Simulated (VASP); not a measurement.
Crystal: ZnS.

```
Zn S
1.0
     0.00000    2.69409    2.69409
     2.74958    0.00000    2.69409
     2.74958    2.69409    0.00000
Zn S
1 1
Direct
  0.00000 0.00000 0.00000
  0.25000 0.25000 0.25000
```

This cell differs from its parent crystal: uniaxial x strain +2.1%.

Base run:

| Item | Value |
| --- | --- |
| Program | VASP 6.6.1 |
| Functional | PBE |
| Potentials or basis | VASP PAW PBE potentials, release 64 (Zn, S) |
| Cutoff | 520 eV |
| k mesh | 8 × 8 × 8 |
| Occupations | fermi-dirac, width 0.02 eV |
| Spin | no spin polarisation |

Its results: band gap on the k mesh 2.04 eV, direct; pressure 0.9 GPa.

Q: The run is repeated on the same cell with these changes: functional from PBE to r2SCAN; occupations from fermi-dirac, width 0.02 eV to gaussian, width 0.01 eV. What comes out?

A: Band gap on the k mesh 2.59 eV, direct; pressure -1.5 GPa.

Caveats: the PAW data sets were made with another functional, which shifts forces and pressure a little (some runs).

